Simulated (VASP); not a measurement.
# Ag (P6_3/mmc) in VASP: notebook

Ag is run at these levels: PBE; tasks: single point, relaxation of cell and atoms.

All numbers are computed with VASP 6.6.1; they aren't measurements. Logs are shortened: lines on timing, memory, paths and dates and some standing lists are left out, and cuts for length are marked.

## 1. The cell of the first run

The structure is hexagonal, space group P6_3/mmc (No. 194). The conventional cell has a = 3.034 Å, b = 3.034 Å, c = 10.027 Å, α = 90.00°, β = 90.00°, γ = 120.00°. Within 4.0 Å of Ag (site symmetry -6m2) lie 12 Ag at 3.03 to 3.06 Å. Ag (site symmetry -3m) has 12 Ag at 3.03 to 3.06 Å within 4.0 Å.

This isn't the form of Ag at room conditions, which is fcc.

## 2. Single point, PBE (19.99 Å³/atom)

File INCAR:

```
  PREC = Accurate
  ENCUT = 520
  EDIFF = 1E-6
  ISMEAR = -1
  SIGMA = 0.1
  LREAL = F
  LASPH = T
  NELM = 80
  ALGO = Normal
  ISIF = 2
  LWAVE = F
  LCHARG = F
  GGA = PE
  NBANDS = 30
```

File KPOINTS:

```
regular mesh
0
Gamma
  16 16 5
```

File POSCAR:

```
Ag
1.0
    3.0343859335      0.0000000000      0.0000000000
   -1.5171929668      2.6278553033      0.0000000000
    0.0000000000      0.0000000000     10.0267316435
Ag
4
Direct
    0.3333333333      0.6666666667      0.2500000000
    0.6666666667      0.3333333333      0.7500000000
    0.0000000000      0.0000000000      0.0000000000
    0.0000000000      0.0000000000      0.5000000000
```

Potentials or basis: VASP PAW PBE potentials, release 64 (Ag).

Started as:

```sh
$ cat potpaw_PBE.64/Ag/POTCAR > POTCAR
$ mpirun -np 1 vasp_std > vasp.out
```

OUTCAR:

```text
PREC = Accurate
   ENCUT = 520
   EDIFF = 1E-6
   ISMEAR = -1
   LREAL = F
   LASPH = T
   NELM = 80
   ISIF = 2
   GGA = PE

 ion  position               nearest neighbor table
   1  0.333  0.667  0.250-   3 3.06   4 3.06   3 3.06   4 3.06   3 3.06   4 3.06
   2  0.667  0.333  0.750-   3 3.06   4 3.06   3 3.06   4 3.06   3 3.06   4 3.06
   3  0.000  0.000  0.000-   1 3.06   2 3.06   2 3.06   1 3.06   2 3.06   1 3.06
   4  0.000  0.000  0.500-   1 3.06   2 3.06   2 3.06   1 3.06   2 3.06   1 3.06

  LATTYP: Found a hexagonal cell.
 ALAT       =     3.0343859335
 C/A-ratio  =     3.3043692738

  Lattice vectors:

 A1 = (   3.0343859335,   0.0000000000,   0.0000000000)
 A2 = (  -1.5171929668,   2.6278553033,   0.0000000000)
 A3 = (   0.0000000000,   0.0000000000,  10.0267316435)

Analysis of symmetry for initial positions (statically):
=====================================================================
 Subroutine PRICEL returns:
 Original cell was already a primitive cell.

 Routine SETGRP: Setting up the symmetry group for a
 hexagonal supercell.

 Subroutine GETGRP returns: Found 24 space group operations
 (whereof 12 operations were pure point group operations)
 out of a pool of 24 trial point group operations.

The static configuration has the point symmetry D_3d.
 The point group associated with its full space group is D_6h.

Analysis of symmetry for dynamics (positions and initial velocities):
=====================================================================
 Subroutine PRICEL returns:
 Original cell was already a primitive cell.

 Routine SETGRP: Setting up the symmetry group for a
 hexagonal supercell.

 Subroutine GETGRP returns: Found 24 space group operations
 (whereof 12 operations were pure point group operations)
 out of a pool of 24 trial point group operations.

The dynamic configuration has the point symmetry D_3d.
 The point group associated with its full space group is D_6h.

 Subroutine INISYM returns: Found 24 space group operations
 (whereof 12 operations are pure point group operations),
 and found     1 'primitive' translations

----------------------------------------------------------------------------------------

                                     Primitive cell

  volume of cell :      79.9524

[... 88 lines left out ...]
   LSORBIT =      F    spin-orbit coupling
   LASPH  =      T    aspherical Exc in radial PAW
   ENCUT  =  520.0 eV  38.22 Ry    6.18 a.u.   5.64  5.64 18.64*2*pi/ulx,y,z
   NELM   =     80;   NELMIN=  2; NELMDL= -5     # of ELM steps
   EDIFF  = 0.1E-05   stopping-criterion for ELM
   LREAL  =      F    real-space projection
   EDIFFG = 0.1E-04   stopping-criterion for IOM
   NSW    =      0    number of steps for IOM
   IBRION =     -1    ionic relax: 0-MD 1-quasi-New 2-CG
   NFREE  =      0    steps in history (QN), initial steepest desc. (CG)
   ISIF   =      2    stress and relaxation
   ISYM   =      2    0-nonsym 1-usesym 2-fastsym
   POTIM  = 0.5000    time-step for ionic-motion
   TEBEG  =    0.0;   TEEND  =   0.0 temperature during run
   PSTRESS=    0.0 pullay stress
   NELECT =      44.0000    total number of electrons
   NUPDOWN=      -1.0000    fix difference up-down
   EMIN   =  10.00;   EMAX   =-10.00  energy-range for DOS
   EFERMI =   0.00;   METHOD = LEGACY
   ISMEAR =    -1;   SIGMA  =   0.10  broadening in eV -4-tet -1-fermi 0-gaus
   EFERMI_NEDOS =   21; number of points for ismear=-14 and -15
   IALGO  =     38    algorithm
   IMIX   =      4    mixing-type and parameters
     AMIX     =   0.40;   BMIX     =  1.00
     AMIX_MAG =   1.60;   BMIX_MAG =  1.00
  volume/ion in A,a.u.               =      19.99       134.89
  Fermi-wavevector in a.u.,A,eV,Ry     =   1.341576  2.535210 24.488109  1.799825
  Thomas-Fermi vector in A             =   2.469798
   LORBIT       =      0    0 simple, 1 ext, 2 COOP (PROOUT), +10 PAW based schemes
   GGA     = PE    functional components
   LHFCALC =     F    Hartree Fock is set to
   AEXX    =    0.0000 exact exchange contribution
   IVDW    =     0    specifies the selected vdW correction
   LEPSILON=     F    determine dielectric tensor
   LRPA    =     F    only Hartree local field effects (RPA)
 non-spin polarized calculation
  energy-cutoff  :      520.00
  volume of cell :       79.95
 maximum number of plane-waves:      2180
 NGX is ok and might be reduce to    24
   NGX = 11   NGY = 11   NGZ = 37

 number of electron      44.0000000 magnetization

 Free energy of the ion-electron system (eV)
  ---------------------------------------------------
  ext. energy  EPLUGINS =         0.00000000
  ---------------------------------------------------
  free energy    TOTEN  =       -10.66086689 eV

  energy without entropy =      -10.62325491  energy(sigma->0) =      -10.64206090

 E-fermi :   6.4174     XC(G=0): -11.2859

 val. band max:        6.4169188530   @ k =   0.0625   0.0625   0.2000
 cond. band min:       6.4199592504   @ k =   0.3750   0.1250   0.4000
 fundamental gap:      0.0030403973
 Fermi energy:         6.4173774200

 k-point     1 :       0.0000    0.0000    0.0000
  band No.  band energies     occupation
      1      -0.2656      2.00000
      2       0.8981      2.00000
      3       0.9038      2.00000
      4       0.9042      2.00000
      5       2.0746      2.00000
      6       2.1135      2.00000
[... 781 lines left out ...]
     29      14.1472      0.00000
     30      15.3741      0.00000

 [... further k-points ...]

------------------------ aborting loop because EDIFF is reached ----------------------------------------

  FORCE on cell =-STRESS in cart. coord.  units (eV):
  Direction    XX          YY          ZZ          XY          YZ          ZX
  --------------------------------------------------------------------------------------
  -------------------------------------------------------------------------------------
  Total       -3.5704436     -3.5704436     -3.8751730      0.0000000     -0.0000000      0.0000000
  in kB      -71.5485942    -71.5485942    -77.6551077      0.0000000     -0.0000000      0.0000000
  external PRESSURE =     -73.5840987 kB  Pullay stress =       0.0000000 kB

 VOLUME and BASIS-vectors are now :
 -----------------------------------------------------------------------------
  energy-cutoff  :      520.00
  volume of cell :       79.95
      direct lattice vectors                 reciprocal lattice vectors
     3.034385933  0.000000000  0.000000000     0.329555970  0.190269228  0.000000000
    -1.517192967  2.627855303  0.000000000     0.000000000  0.380538456  0.000000000
     0.000000000  0.000000000 10.026731643     0.000000000  0.000000000  0.099733396

 POSITION                                       TOTAL-FORCE (eV/Angst)
 -----------------------------------------------------------------------------------
     -0.00000      1.75190      2.50668         0.000000     -0.000000      0.000000
      1.51719      0.87595      7.52005        -0.000000      0.000000     -0.000000
      0.00000      0.00000      0.00000         0.000000      0.000000     -0.000000
      0.00000      0.00000      5.01337         0.000000      0.000000     -0.000000
 -----------------------------------------------------------------------------------
    total drift:                               -0.000000      0.000000     -0.000000

  FREE ENERGIE OF THE ION-ELECTRON SYSTEM (eV)
  ---------------------------------------------------
  free  energy   TOTEN  =       -10.6608668909 eV

  energy  without entropy=      -10.6232549093  energy(sigma->0) =      -10.64206090
```

Run time: 1.8 min. Hardware: 1 thread of Intel Xeon Platinum 8488C (Sapphire Rapids), shared host; peak memory 0.3 GiB.

What came out:

```
Free energy            : -10.6609 eV
Pressure               : -7.4 GPa
Band gap on the k mesh : zero (bands 22 and 23 overlap by 6.23 eV)
```

Stress tensor (GPa, compression positive):
```
-7.15  0.00  0.00
 0.00 -7.15  0.00
 0.00  0.00 -7.77
```

Caveat: the cell stands under tension.

(Part 1 of 2 ends here.)

The gap in the log of VASP goes by the Fermi energy; the results here count the filled bands.